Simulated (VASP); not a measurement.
Set up this calculation in VASP 6.6.1, as the native input.

* Task: single point
* Functional: r2SCAN
* Potentials or basis: VASP PAW PBE potentials, release 64 (Al, Ti_sv)
* Cutoff: 440 eV
* k mesh: 2 × 2 × 2
* Occupations: gaussian, width 0.1 eV
* Spin: no spin polarisation
* Dipole correction: no
* Further INCAR settings: LREAL = Auto; ALGO = Normal; EDIFF = 1e-06; NBANDS = 76

The system is TiAl32 (a cell with a defect).

```
Al Ti
1.0
     8.10000    0.00000    0.00000
     0.00000    8.10000    0.00000
     0.00000    0.00000    8.10000
Al Ti
32 1
Direct
  0.52259 0.99972 0.97708
  0.75222 0.25589 0.00249
  0.76175 0.99981 0.26064
  0.01024 0.99980 0.01180
  0.25476 0.26009 0.98618
  0.50452 0.50034 0.99576
  0.75213 0.74413 0.00240
  0.32348 0.00186 0.17651
  0.51385 0.26003 0.24528
  0.75019 0.49977 0.25307
  0.48859 0.99981 0.48988
  0.73634 0.26064 0.50447
  0.72492 0.99973 0.77529
  0.00318 0.49977 0.99986
  0.25475 0.74091 0.98702
  0.99906 0.27596 0.24817
  0.26370 0.49956 0.23638
  0.51300 0.74097 0.24530
  0.92344 0.00192 0.57598
  0.25223 0.27626 0.50132
  0.50039 0.49977 0.49690
  0.73725 0.74045 0.50444
  0.23926 0.99982 0.73845
  0.49779 0.25614 0.74804
  0.74587 0.50036 0.75444
  0.99784 0.72160 0.24688
  0.98701 0.49958 0.51314
  0.25350 0.72128 0.50254
  0.99555 0.26040 0.76360
  0.24699 0.49976 0.75015
  0.49788 0.74387 0.74812
  0.99559 0.74068 0.76268
  0.12406 0.99686 0.37715
```

These files were run (other wordings do the same):

POSCAR

```
TiAl32
1.0
    8.1000000000      0.0000000000      0.0000000000
    0.0000000000      8.1000000000      0.0000000000
    0.0000000000      0.0000000000      8.1000000000
Al Ti
32 1
Direct
    0.5225855556     -0.0002807407     -0.0229196296
    0.7522177778      0.2558895062      0.0024911111
    0.7617514815     -0.0001867901      0.2606388889
    0.0102392593     -0.0001959259      0.0117955556
    0.2547590123      0.2600946914     -0.0138220988
    0.5045175309      0.5003404938     -0.0042437037
    0.7521340741      0.7441312346      0.0023983951
    0.3234797531      0.0018560494      0.1765070370
    0.5138534568      0.2600340741      0.2452793827
    0.7501854321      0.4997720988      0.2530738272
    0.4885888889     -0.0001901235      0.4898781481
    0.7363359259      0.2606355556      0.5044711111
    0.7249161728     -0.0002730864      0.7752923457
    0.0031801235      0.4997723457     -0.0001365432
    0.2547464198      0.7409074074     -0.0129819753
   -0.0009385185      0.2759586420      0.2481662963
    0.2637019753      0.4995571605      0.2363807407
    0.5130048148      0.7409741975      0.2453035802
   -0.0765602469      0.0019193827      0.5759825926
    0.2522318519      0.2762646914      0.5013190123
    0.5003924691      0.4997660494      0.4969039506
    0.7372495062      0.7404471605      0.5044388889
    0.2392569136     -0.0001801235      0.7384500000
    0.4977904938      0.2561412346      0.7480408642
    0.7458703704      0.5003632099      0.7544427160
   -0.0021630864      0.7216013580      0.2468840741
   -0.0129927160      0.4995750617      0.5131396296
    0.2535035802      0.7212814815      0.5025403704
   -0.0044465432      0.2603954321      0.7636029630
    0.2469929630      0.4997632099      0.7501537037
    0.4978802469      0.7438672840      0.7481193827
   -0.0044059259      0.7406846914      0.7626844444
    0.1240588889     -0.0031427160      0.3771519753
```

INCAR.step1

```
SYSTEM = TiAl32
PREC = Accurate
ENCUT = 440
ISMEAR = 0
SIGMA = 0.1
LREAL = Auto
LASPH = .TRUE.
NELM = 120
NBANDS = 76
GGA = PE
ALGO = Normal
EDIFF = 1E-5
LWAVE = .TRUE.
LCHARG = .FALSE.
GGA_COMPAT = .FALSE.
```

INCAR.step2

```
SYSTEM = TiAl32
PREC = Accurate
ENCUT = 440
EDIFF = 1E-6
ISMEAR = 0
SIGMA = 0.1
LREAL = Auto
LASPH = .TRUE.
NELM = 120
ALGO = Normal
ISIF = 2
LWAVE = .FALSE.
LCHARG = .FALSE.
METAGGA = R2SCAN
LMIXTAU = .TRUE.
NBANDS = 76
ISTART = 1
GGA_COMPAT = .FALSE.
```

KPOINTS

```
regular mesh
0
G
  2 2 2
  0 0 0
```

Potentials or basis: VASP PAW PBE potentials, release 64 (Al, Ti_sv).

Command:

```sh
$ cat potpaw_PBE.64/Al/POTCAR potpaw_PBE.64/Ti_sv/POTCAR > POTCAR
$ cp INCAR.step1 INCAR
$ mpirun -np 1 vasp_std > vasp.out
$ cp INCAR.step2 INCAR
$ mpirun -np 1 vasp_std > vasp.out
```

Results of the run:

```
Pressure               : 2.2 GPa
Largest force          : 0.042 eV/Å
Band gap on the k mesh : zero (bands 54 and 55 overlap by 0.80 eV)
```

Caveat: the k points lie up to 0.39 Å⁻¹ apart, too coarse for converged energies and pressures of a metal; the PAW data sets were made with another functional, which shifts forces and pressure a little.

Wall time 8.7 min on 1 thread of Intel(R) Xeon(R) 6975P-C (Granite Rapids), on a shared host, peak memory 0.54 GiB.
